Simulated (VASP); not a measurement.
Wanted: the native input for a VASP 6.6.1 run.

```
Task                   : single point
Functional             : r2SCAN
Potentials or basis    : VASP PAW PBE potentials, release 64 (Rb_sv)
Cutoff                 : 520 eV
k mesh                 : 5 × 5 × 7
Occupations            : fermi-dirac, width 0.1 eV
Spin                   : no spin polarisation
Dipole correction      : no
Further INCAR settings : ALGO = Normal; EDIFF = 1e-06; NBANDS = 20
```

The system is Rb.

```xyz
3
Lattice="7.9862 0.0000 0.0000 -3.9931 6.9163 0.0000 0.0000 0.0000 4.7592" Properties=species:S:1:pos:R:3 pbc="T T T"
Rb    3.9931    6.9163    4.7592
Rb    0.0000    4.6109    2.3796
Rb    3.9931    2.3054    2.3796
```

This isn't the form of Rb at room conditions, which is bcc.

The input as run:

POSCAR

```
Rb
1.0
    7.9862372635      0.0000000000      0.0000000000
   -3.9931186318      6.9162843508      0.0000000000
    0.0000000000      0.0000000000      4.7591956800
Rb
3
Direct
    1.0000000000      1.0000000000      1.0000000000
    0.3333333333      0.6666666667      0.5000000000
    0.6666666667      0.3333333333      0.5000000000
```

INCAR.step1

```
SYSTEM = Rb
PREC = Accurate
ENCUT = 520
ISMEAR = -1
SIGMA = 0.1
LREAL = .FALSE.
LASPH = .TRUE.
NELM = 100
NBANDS = 20
GGA = PE
ALGO = Normal
EDIFF = 1E-4
LWAVE = .TRUE.
LCHARG = .FALSE.
```

INCAR.step2

```
SYSTEM = Rb
PREC = Accurate
ENCUT = 520
EDIFF = 1E-6
ISMEAR = -1
SIGMA = 0.1
LREAL = .FALSE.
LASPH = .TRUE.
NELM = 100
ALGO = Normal
ISIF = 2
LWAVE = .FALSE.
LCHARG = .TRUE.
METAGGA = R2SCAN
LMIXTAU = .TRUE.
LELF = .TRUE.
LVHAR = .TRUE.
NBANDS = 20
ISTART = 1
```

KPOINTS

```
Automatic mesh
0
G
  5 5 7
  0 0 0
```

Potentials or basis: VASP PAW PBE potentials, release 64 (Rb_sv).

Command:

```console
$ cat potpaw_PBE.64/Rb_sv/POTCAR > POTCAR
$ cp INCAR.step1 INCAR
$ mpirun -np 1 vasp_std > vasp.out
$ cp INCAR.step2 INCAR
$ mpirun -np 1 vasp_std > vasp.out
```

It gave:

```json
{
  "Pressure": "0.3 GPa",
  "Band gap on the k mesh": "zero (an odd number of electrons rules out a gap without spin polarisation)"
}
```

Caveat: the PAW data sets were made with another functional, which shifts forces and pressure a little.

Wall time 5.4 min on 1 thread of AMD EPYC 9R45 96-Core Processor (Zen 5), on a shared host, peak memory 0.37 GiB.
